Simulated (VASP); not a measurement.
Set up this calculation in VASP 6.6.1, as the native input.

```yaml
Task: single point
Functional: PBE
Potentials_or_basis: VASP PAW PBE potentials, release 64 (Sn_d, Br)
Cutoff: 500 eV
k_mesh: 6 × 6 × 4
Occupations: gaussian, width 0.1 eV
Spin: no spin polarisation
Dipole_correction: no
Further_INCAR_settings: ALGO = Normal; EDIFF = 1e-06; NBANDS = 36
```

The structure of Sn3Br2 lies in POSCAR:

```
Sn3Br2
1.0
    4.5701923736      0.0000000000      0.0000000000
   -2.2850961868      3.9579026957      0.0000000000
    0.0000000000      0.0000000000     11.9285565826
Sn Br
3 2
Direct
    0.0000000000      0.0000000000      0.0000000000
    0.3333333333      0.6666666667      0.5401958845
    0.6666666667      0.3333333333      0.4598041155
    0.3333333333      0.6666666667      0.1305415611
    0.6666666667      0.3333333333      0.8694584389
```

These files were run (other wordings do the same):

INCAR

```
ALGO = Normal ; EDIFF = 1E-6
ENCUT = 500 ; GGA = PE
GGA_COMPAT = False ; ISIF = 2
ISMEAR = 0 ; LASPH = True
LCHARG = False ; LREAL = False
LWAVE = False ; NBANDS = 36
NELM = 120 ; PREC = Accurate
SIGMA = 0.1
```

KPOINTS

```
k-points
0
Gamma
  6 6 4
```

Potentials or basis: VASP PAW PBE potentials, release 64 (Sn_d, Br).

The run is started by

```console
$ cat potpaw_PBE.64/Sn_d/POTCAR potpaw_PBE.64/Br/POTCAR > POTCAR
$ mpirun -np 1 vasp_std > vasp.out
```

Results of the run:

```json
{
  "Pressure": "0.0 GPa",
  "Largest force": "0.004 eV/Å",
  "Band gap on the k mesh": "zero (bands 28 and 29 overlap by 0.08 eV)"
}
```

Caveat: spin-orbit coupling is left out, which moves the levels of the heavy elements.

Wall time 110 s on 1 thread of AMD EPYC 9R45 96-Core Processor (Zen 5), with other jobs on the host, peak memory 0.38 GiB.
